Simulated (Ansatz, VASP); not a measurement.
WSe2: VASP beside Ansatz

File INCAR:

```
ALGO = Normal ; EDIFF = 1E-8
ENCUT = 400 ; GGA = PE
GGA_COMPAT = F ; ISIF = 2
ISMEAR = -1 ; LASPH = T
LCHARG = F ; LEFG = T
LREAL = F ; LWAVE = F
NBANDS = 35 ; NELM = 120
PREC = Accurate ; SIGMA = 0.08
```

The input KPOINTS:

```
k-points
0
Gamma
  11 11 3
```

File POSCAR:

```
WSe2
1.0
    3.2899984505      0.0493499768      0.0493499768
   -1.6022608916      2.8245472481      0.0180633452
    0.1945500000      0.1945500000     12.9700000000
W Se
2 4
Direct
    0.3333333333      0.6666666667      0.2500000000
    0.6666666667      0.3333333333      0.7500000000
    0.3333333333      0.6666666667      0.6210000000
    0.6666666667      0.3333333333      0.1210000000
    0.3333333333      0.6666666667      0.8790000000
    0.6666666667      0.3333333333      0.3790000000
```

Input for Ansatz:

```yaml
crystal:
  lattice:
    - [3.2899984505, 0.0493499768, 0.0493499768]
    - [-1.6022608916, 2.8245472481, 0.0180633452]
    - [0.19455, 0.19455, 12.97]
  atoms:
    - { symbol: W, position: [0.3333333333, 0.6666666667, 0.25] }
    - { symbol: W, position: [0.6666666667, 0.3333333333, 0.75] }
    - { symbol: Se, position: [0.3333333333, 0.6666666667, 0.621] }
    - { symbol: Se, position: [0.6666666667, 0.3333333333, 0.121] }
    - { symbol: Se, position: [0.3333333333, 0.6666666667, 0.879] }
    - { symbol: Se, position: [0.6666666667, 0.3333333333, 0.379] }
kpoints:
  mp_grid: { grid: [11, 11, 3] }
scf:
  occupations: { method: fermi_dirac, width: 0.08 }
hamiltonian:
  xc: pbe
  pseudopotentials: { kind: paw }
output:
  forces: true
  stress: true
  eigenvalues: true
  efg: { contact_densities: true }
  write_density: true
  write_potential: true
  elf: true
  volumetric_format: npy
```

Change from the starting cell: equal xy, yz and zx shear strains of +3 %, PAW files.

Alike in both runs: task electric field gradients; functional PBE; k mesh 11 × 11 × 3; occupations fermi-dirac, width 0.08 eV; no spin polarisation.

```csv
,VASP,Ansatz
version,VASP 6.6.1,Ansatz 0.2.0
potentials or method,"VASP PAW PBE potentials, release 64 (W_sv, Se)","PAW with Ansatz's default frozen-core files, scalar-relativistic"
plane-wave cutoff (eV),400,420
valence electrons in the cell,52,92
```

|  | VASP | Ansatz | Ansatz less VASP |
| --- | --- | --- | --- |
| pressure (GPa) | 4.5 | 4.2 | -0.29 |
| traceless stress, the component that is largest in VASP (GPa) | -3.96 | -3.94 | +0.021 |
| rms of the force components (eV/Å) | 0.310 | 0.299 | -0.0108 |
| size of Vzz on the site where it differs most (V/Å²) | 170.8 | 189.7 | +18.99 |

Atom by atom the forces differ by 0.023 eV/Å (rms over components). VASP's potentials hold 52 valence electrons a cell and Ansatz's 92, so a difference there can come from the potentials and not from the codes.

Spin-orbit coupling is off throughout.
